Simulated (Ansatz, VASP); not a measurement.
**H6C2SO2 in VASP and in Ansatz**

```
C H S O
1.0
     7.92641    0.00000    0.00000
     0.00000    7.92641    0.00000
     0.00000    0.00000    7.92641
C H S O
6 18 3 6
Direct
  0.61979 0.17385 0.97809
  0.64346 0.11989 0.79448
  0.58355 0.68498 0.45936
  0.63992 0.73988 0.28367
  0.05290 0.43728 0.52113
  0.11264 0.47150 0.34117
  0.71219 0.11112 0.06012
  0.63797 0.31062 0.99367
  0.49302 0.14306 0.02450
  0.54703 0.17528 0.71151
  0.76766 0.15905 0.74710
  0.63409 0.98220 0.78138
  0.48418 0.76789 0.50866
  0.53384 0.55542 0.45812
  0.68891 0.68754 0.54972
  0.73898 0.65741 0.23295
  0.53393 0.73841 0.19408
  0.68994 0.86909 0.28441
  0.04026 0.55431 0.59452
  0.92882 0.37495 0.52322
  0.14041 0.35353 0.58839
  0.12749 0.35407 0.26939
  0.02271 0.55105 0.27207
  0.23508 0.53672 0.34012
  0.06314 0.92034 0.64981
  0.35014 0.53108 0.83452
  0.15215 0.89557 0.11765
  0.13663 0.07380 0.71765
  0.11119 0.86973 0.47945
  0.33419 0.71433 0.81765
  0.23293 0.44805 0.94805
  0.98861 0.85045 0.04629
  0.18945 0.07442 0.13526
```

Alike in both runs: functional PBE; dispersion D3(BJ); k mesh 1 × 1 × 1; occupations fermi-dirac, width 0.02 eV; no spin polarisation.

Ansatz relaxed the structure, and its values are those at the end. VASP's run is a single point on that final structure, the one shown.

|  | VASP | Ansatz |
| --- | --- | --- |
| version | VASP 6.6.1 | Ansatz 0.2.0 |
| potentials or method | VASP PAW PBE potentials, release 64 (C_h, H_h, S, O_h), cutoff 1000 eV | scalar-relativistic, plane waves, PAW |
| valence electrons in the cell | 96 | 96 |

Ansatz gave:

* gap on the k mesh at the Fermi level (eV): 2.74
* rms of the force components (eV/Å): 0.060

**Question.** What did VASP give for the same quantities?

**Answer.** gap on the k mesh at the Fermi level (eV): 2.73; rms of the force components (eV/Å): 0.185.

One of these differences is far larger than is usual between the two programs; its cause wasn't traced. Ansatz's warnings: xc potential rough in thin density.
